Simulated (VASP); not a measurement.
# Si2W (I4/mmm) in VASP: relaxation of cell and atoms with LDA

Aim: the relaxation of cell and atoms of Si2W with LDA.

All numbers are computed with VASP 6.6.1; they aren't measurements. Logs are shortened: lines on timing, memory, paths and dates and some standing lists are left out, and cuts for length are marked.

## (1) The cell of the first run

The structure is tetragonal, space group I4/mmm (No. 139). Conventional cell: a = 3.212 Å, b = 3.212 Å, c = 7.880 Å, α = 90.00°, β = 90.00°, γ = 90.00°. Within 3.5 Å of Si (site symmetry 4mm) lie 9 Si at 2.62 to 3.21 Å and 5 W at 2.62 Å. W (site symmetry 4/mmm) has 10 Si at 2.62 Å and 4 W at 3.21 Å within 3.5 Å.

## (2) Relaxation of cell and atoms, LDA

INCAR reads:

```
SYSTEM = Si2W
PREC = Accurate
ENCUT = 600
EDIFF = 1E-7
ISMEAR = 0
SIGMA = 0.1
LREAL = .False.
LASPH = .True.
NELM = 100
ALGO = Normal
ISIF = 3
LWAVE = .False.
LCHARG = .False.
GGA = CA
IBRION = 2
NSW = 100
EDIFFG = -0.005
```

KPOINTS reads:

```
regular mesh
0
Gamma
  18 18 18
  0 0 0
```

POSCAR reads:

```
Si2W
1.0
   -1.6060000000      1.6060000000      3.9400000000
    1.6060000000     -1.6060000000      3.9400000000
    1.6060000000      1.6060000000     -3.9400000000
Si W
2 1
Direct
    0.3330000000      0.3330000000      0.0000000000
    0.6670000000      0.6670000000      0.0000000000
    0.0000000000      0.0000000000      0.0000000000
```

Potentials or basis: VASP PAW LDA potentials, release 64 (Si, W_sv).

Launch:

```
> cat potpaw_LDA.64/Si/POTCAR potpaw_LDA.64/W_sv/POTCAR > POTCAR
> mpirun -np 1 vasp_std > vasp.out
```

OUTCAR:

```text
SYSTEM = Si2W
   PREC = Accurate
   ENCUT = 600
   EDIFF = 1E-7
   ISMEAR = 0
   LREAL = .False.
   LASPH = .True.
   NELM = 100
   ISIF = 3
   GGA = CA
   IBRION = 2
   NSW = 100
   EDIFFG = -0.005

 ion  position               nearest neighbor table
   1  0.333  0.333  0.000-   2 2.62   2 2.62   2 2.62   2 2.62   3 2.62   3 2.62   3 2.62   3 2.62
                             3 2.62   2 2.63
   2  0.667  0.667  0.000-   1 2.62   1 2.62   1 2.62   1 2.62   3 2.62   3 2.62   3 2.62   3 2.62
                             3 2.62   1 2.63
   3  0.000  0.000  0.000-   1 2.62   2 2.62   2 2.62   1 2.62   2 2.62   2 2.62   2 2.62   1 2.62
                             1 2.62   1 2.62

  LATTYP: Found a body centered tetragonal cell.
 ALAT       =     3.2120000000
 C/A-ratio  =     2.4533001245

  Lattice vectors:

 A1 = (  -1.6060000000,   1.6060000000,   3.9400000000)
 A2 = (   1.6060000000,  -1.6060000000,   3.9400000000)
 A3 = (   1.6060000000,   1.6060000000,  -3.9400000000)

Analysis of symmetry for initial positions (statically):
=====================================================================
 Subroutine PRICEL returns:
 Original cell was already a primitive cell.

 Routine SETGRP: Setting up the symmetry group for a
 body centered tetragonal supercell.

 Subroutine GETGRP returns: Found 16 space group operations
 (whereof 16 operations were pure point group operations)
 out of a pool of 16 trial point group operations.

The static configuration has the point symmetry D_4h.

Analysis of symmetry for dynamics (positions and initial velocities):
=====================================================================
 Subroutine PRICEL returns:
 Original cell was already a primitive cell.

 Routine SETGRP: Setting up the symmetry group for a
 body centered tetragonal supercell.

 Subroutine GETGRP returns: Found 16 space group operations
 (whereof 16 operations were pure point group operations)
 out of a pool of 16 trial point group operations.

The dynamic configuration has the point symmetry D_4h.

 Subroutine INISYM returns: Found 16 space group operations
 (whereof 16 operations are pure point group operations),
 and found     1 'primitive' translations

----------------------------------------------------------------------------------------

                                     Primitive cell

  volume of cell :      40.6488

  direct lattice vectors                    reciprocal lattice vectors
    -1.606000000  1.606000000  3.940000000     0.000000000  0.311332503  0.126903553
     1.606000000 -1.606000000  3.940000000     0.311332503  0.000000000  0.126903553
     1.606000000  1.606000000 -3.940000000     0.311332503  0.311332503  0.000000000

  length of vectors
     4.547754611  4.547754611  4.547754611     0.336202973  0.336202973  0.440290648

  position of ions in fractional coordinates (direct lattice)
     0.333000000  0.333000000  0.000000000
     0.667000000  0.667000000  0.000000000
     0.000000000  0.000000000  0.000000000

  ion indices of the primitive-cell ions
   primitive index   ion index
                 1           1
                 2           2
                 3           3

----------------------------------------------------------------------------------------

 KPOINTS: regular mesh

Automatic generation of k-mesh.
 Grid dimensions read from file:
 generate k-points for:   18   18   18

 Generating k-lattice:

  Cartesian coordinates                     Fractional coordinates (reciprocal lattice)
     0.000000000  0.017296250  0.007050197     0.055555556  0.000000000 -0.000000000
     0.017296250  0.000000000  0.007050197     0.000000000  0.055555556 -0.000000000
     0.017296250  0.017296250  0.000000000     0.000000000  0.000000000  0.055555556

  Length of vectors
     0.018677943  0.018677943  0.024460592

  Shift w.r.t. Gamma in fractional coordinates (k-lattice)
     0.000000000  0.000000000  0.000000000

 Subroutine IBZKPT returns following result:
 ===========================================

 Found    480 irreducible k-points:

 Following reciprocal coordinates:
            Coordinates               Weight
  0.000000  0.000000  0.000000      1.000000
  0.055556  0.000000 -0.000000      8.000000
  0.111111  0.000000 -0.000000      8.000000
  0.166667  0.000000 -0.000000      8.000000
  0.222222  0.000000 -0.000000      8.000000
  0.277778  0.000000 -0.000000      8.000000
[... 16 lines left out ...]
 -0.277778  0.055556  0.000000     16.000000
 -0.222222  0.055556  0.000000     16.000000
 [... further k-points ...]
   k-points           NKPTS =    480   k-points in BZ     NKDIM =    480   number of bands    NBANDS=     15
   number of dos      NEDOS =    301   number of ions     NIONS =      3
   total plane-waves  NPLWV =  46656
   dimension x,y,z NGX =    36 NGY =   36 NGZ =   36
   dimension x,y,z NGXF=    72 NGYF=   72 NGZF=   72
   ions per type =               2   1
   NGX,Y,Z   is equivalent  to a cutoff of  13.16, 13.16, 13.16 a.u.
   NGXF,Y,Z  is equivalent  to a cutoff of  26.32, 26.32, 26.32 a.u.
 SYSTEM =  Si2W
   PREC   = accura    normal or accurate (medium, high low for compatibility)
   ISTART =      0    job   : 0-new  1-cont  2-samecut
   ICHARG =      2    charge: 1-file 2-atom 10-const
   ISPIN  =      1    spin polarized calculation?
   LNONCOLLINEAR =      F non collinear calculations
   LSORBIT =      F    spin-orbit coupling
   LASPH  =      T    aspherical Exc in radial PAW
   ENCUT  =  600.0 eV  44.10 Ry    6.64 a.u.   9.08  9.08  9.08*2*pi/ulx,y,z
   NELM   =    100;   NELMIN=  2; NELMDL= -5     # of ELM steps
   EDIFF  = 0.1E-06   stopping-criterion for ELM
   LREAL  =      F    real-space projection
   EDIFFG = -.5E-02   stopping-criterion for IOM
   NSW    =    100    number of steps for IOM
   IBRION =      2    ionic relax: 0-MD 1-quasi-New 2-CG
   NFREE  =      1    steps in history (QN), initial steepest desc. (CG)
   ISIF   =      3    stress and relaxation
   ISYM   =      2    0-nonsym 1-usesym 2-fastsym
   POTIM  = 0.5000    time-step for ionic-motion
   TEBEG  =    0.0;   TEEND  =   0.0 temperature during run
   PSTRESS=    0.0 pullay stress
   NELECT =      22.0000    total number of electrons
   NUPDOWN=      -1.0000    fix difference up-down
   EMIN   =  10.00;   EMAX   =-10.00  energy-range for DOS
   EFERMI =   0.00;   METHOD = LEGACY
   ISMEAR =     0;   SIGMA  =   0.10  broadening in eV -4-tet -1-fermi 0-gaus
   EFERMI_NEDOS =   21; number of points for ismear=-14 and -15
   IALGO  =     38    algorithm
   IMIX   =      4    mixing-type and parameters
     AMIX     =   0.40;   BMIX     =  1.00
     AMIX_MAG =   1.60;   BMIX_MAG =  1.00
  volume/ion in A,a.u.               =      13.55        91.44
  Fermi-wavevector in a.u.,A,eV,Ry     =   1.334136  2.521151 24.217250  1.779918
  Thomas-Fermi vector in A             =   2.462940
   LORBIT       =      0    0 simple, 1 ext, 2 COOP (PROOUT), +10 PAW based schemes
   GGA     = CA    functional components
   LHFCALC =     F    Hartree Fock is set to
   AEXX    =    0.0000 exact exchange contribution
   IVDW    =     0    specifies the selected vdW correction
   LEPSILON=     F    determine dielectric tensor
   LRPA    =     F    only Hartree local field effects (RPA)
 conjugate gradient relaxation of ions
 non-spin polarized calculation
 Gauss-broadening in eV      SIGMA  =   0.10
  energy-cutoff  :      600.00
  volume of cell :       40.65
 maximum number of plane-waves:      1380
   NGX = 19   NGY = 19   NGZ = 19

--------------------------------------- Ionic step        1  -------------------------------------------

 number of electron      21.9999999 magnetization

 Free energy of the ion-electron system (eV)
  ---------------------------------------------------
  ext. energy  EPLUGINS =         0.00000000
  ---------------------------------------------------
  free energy    TOTEN  =       -27.32896463 eV

  energy without entropy =      -27.32775685  energy(sigma->0) =      -27.32836074

------------------------ aborting loop because EDIFF is reached ----------------------------------------

  FORCE on cell =-STRESS in cart. coord.  units (eV):
  Direction    XX          YY          ZZ          XY          YZ          ZX
  --------------------------------------------------------------------------------------
  -------------------------------------------------------------------------------------
  Total       -1.3813730     -1.3813730     -2.1949379      0.0000000      0.0000000      0.0000000
  in kB      -54.4470368    -54.4470368    -86.5138283      0.0000000      0.0000000      0.0000000
  external PRESSURE =     -65.1359673 kB  Pullay stress =       0.0000000 kB

 VOLUME and BASIS-vectors are now :
 -----------------------------------------------------------------------------
  energy-cutoff  :      600.00
  volume of cell :       40.65
      direct lattice vectors                 reciprocal lattice vectors
    -1.606000000  1.606000000  3.940000000     0.000000000  0.311332503  0.126903553
     1.606000000 -1.606000000  3.940000000     0.311332503  0.000000000  0.126903553
     1.606000000  1.606000000 -3.940000000     0.311332503  0.311332503  0.000000000
[... 223 lines left out ...]
 POSITION                                       TOTAL-FORCE (eV/Angst)
 -----------------------------------------------------------------------------------
      0.00000      0.00000      2.60459        -0.000000     -0.000000     -0.001357
      0.00000      0.00000      5.17763         0.000000      0.000000      0.001357
      0.00000      0.00000      0.00000         0.000000      0.000000     -0.000000
 -----------------------------------------------------------------------------------
    total drift:                                0.000000     -0.000000      0.000000

  FREE ENERGIE OF THE ION-ELECTRON SYSTEM (eV)
  ---------------------------------------------------
  free  energy   TOTEN  =       -27.3575699727 eV

  energy  without entropy=      -27.3566961377  energy(sigma->0) =      -27.35713306

--------------------------------------- Ionic step        8  -------------------------------------------

 number of electron      21.9999999 magnetization

 Free energy of the ion-electron system (eV)
  ---------------------------------------------------
  ext. energy  EPLUGINS =         0.00000000
  ---------------------------------------------------
  free energy    TOTEN  =       -27.35757591 eV

  energy without entropy =      -27.35670219  energy(sigma->0) =      -27.35713905

 E-fermi :  12.1997     XC(G=0): -12.7494

 val. band max:       12.1759949559   @ k =  -0.3889   0.5000   0.3333
 cond. band min:      12.2590342108   @ k =  -0.4444   0.5000   0.2778
 fundamental gap:      0.0830392549
 Fermi energy:        12.1996947315

 k-point     1 :       0.0000    0.0000    0.0000
  band No.  band energies     occupation
      1     -61.1559      2.00000
      2     -25.7026      2.00000
      3     -25.6636      2.00000
      4     -25.6636      2.00000
      5      -1.9724      2.00000
      6       5.2438      2.00000
      7       8.5182      2.00000
      8       8.7496      2.00000
      9       9.3152      2.00000
     10       9.3152      2.00000
     11      12.8210      0.00000
     12      15.0844      0.00000
     13      15.1436      0.00000
     14      15.3793      0.00000
     15      15.3793      0.00000
[... 397 lines left out ...]
 k-point    24 :      -0.2222    0.0556    0.0000
  band No.  band energies     occupation
      1     -61.1519      2.00000
      2     -25.7642      2.00000
      3     -25.6935      2.00000
      4     -25.6615      2.00000
      5      -1.0461      2.00000
      6       5.4066      2.00000
      7       6.7576      2.00000
      8       8.5234      2.00000
      9       9.3104      2.00000
     10      10.0850      2.00000
     11      10.7550      2.00000
     12      13.8590      0.00000
     13      14.5276      0.00000
     14      16.6930      0.00000
     15      16.8271      0.00000

 [... further k-points ...]

------------------------ aborting loop because EDIFF is reached ----------------------------------------

  FORCE on cell =-STRESS in cart. coord.  units (eV):
  Direction    XX          YY          ZZ          XY          YZ          ZX
  --------------------------------------------------------------------------------------
  -------------------------------------------------------------------------------------
  Total       -0.0071696     -0.0071696     -0.0067345      0.0000000      0.0000000     -0.0000000
  in kB       -0.2902996     -0.2902996     -0.2726822      0.0000000      0.0000000     -0.0000000
  external PRESSURE =      -0.2844271 kB  Pullay stress =       0.0000000 kB

 VOLUME and BASIS-vectors are now :
 -----------------------------------------------------------------------------
  energy-cutoff  :      600.00
  volume of cell :       39.57
      direct lattice vectors                 reciprocal lattice vectors
    -1.594676521  1.594676521  3.890014928     0.000000000  0.313543213  0.128534211
     1.594676521 -1.594676521  3.890014928     0.313543213  0.000000000  0.128534211
     1.594676521  1.594676521 -3.890014928     0.313543213  0.313543213  0.000000000

 POSITION                                       TOTAL-FORCE (eV/Angst)
 -----------------------------------------------------------------------------------
      0.00000      0.00000      2.60373        -0.000000     -0.000000      0.000791
      0.00000      0.00000      5.17630         0.000000      0.000000     -0.000791
      0.00000      0.00000      0.00000        -0.000000     -0.000000      0.000000
 -----------------------------------------------------------------------------------
    total drift:                                0.000000     -0.000000     -0.000000

  FREE ENERGIE OF THE ION-ELECTRON SYSTEM (eV)
  ---------------------------------------------------
  free  energy   TOTEN  =       -27.3575759131 eV

  energy  without entropy=      -27.3567021926  energy(sigma->0) =      -27.35713905

 reached required accuracy - stopping structural energy minimisation
```

It took 21 min on 1 thread of AMD EPYC 9R45 (Zen 5), shared host; peak memory 0.45 GiB.

Results:

| Property | Result |
| --- | --- |
| Free energy | -27.3576 eV |
| Relaxed volume | 13.19 Å³/atom |
| Relaxed cell | a = 4.496 Å, b = 4.496 Å, c = 4.496 Å, α = 138.46°, β = 138.46°, γ = 60.21° |
| Space group after relaxing (to 0.1 Å) | I4/mmm (No. 139) |
| Energy gained by relaxing | 9.5 meV/atom |
| Ionic steps | 8 |
| Pressure after relaxing | 0.0 GPa |
| Band gap on the k mesh | zero (bands 11 and 12 overlap by 1.31 eV) |

Step by step:
```tsv
step	energy change (eV)	largest force (eV/Å)	pressure (GPa)	volume (Å³)
1	0.0000	0.3246	-6.51	40.65
2	0.0675	0.2170	14.94	37.49
3	-0.0273	0.1627	0.14	39.51
4	-0.0273	0.1591	0.29	39.49
5	-0.0286	0.0168	0.05	39.56
6	-0.0286	0.0047	0.02	39.56
7	-0.0286	0.0014	-0.06	39.57
8	-0.0286	0.0008	-0.03	39.57
```

Final structure:
```
Si W
1.0
    -1.59468    1.59468    3.89001
     1.59468   -1.59468    3.89001
     1.59468    1.59468   -3.89001
Si W
2 1
Direct
  0.33467 0.33467 0.00000
  0.66533 0.66533 0.00000
  0.00000 0.00000 0.00000
```

Levels at points of the mesh, in eV from the Fermi level:
```
           k point  band 8  band 9  band 10  band 11  band 12  band 13  band 14  band 15
(0.00, 0.00, 0.00)   -3.45   -2.88    -2.88     0.62     2.88     2.94     3.18     3.18
(0.50, 0.00, 0.00)   -4.84   -2.85    -2.85    -0.46     2.74     2.84     4.00     4.55
(0.50, 0.50, 0.00)   -5.46   -5.06    -3.33    -1.66     2.89     3.00     3.19     3.97
(0.50, 0.50, 0.50)   -2.63   -0.79    -0.79    -0.53    -0.53     0.80     4.56     5.04
```

Caveat: spin-orbit coupling is left out, which moves the levels of the heavy elements. LDA usually gives volumes a few per cent too small.

The gap in the log of VASP goes by the Fermi energy; the results here count the filled bands.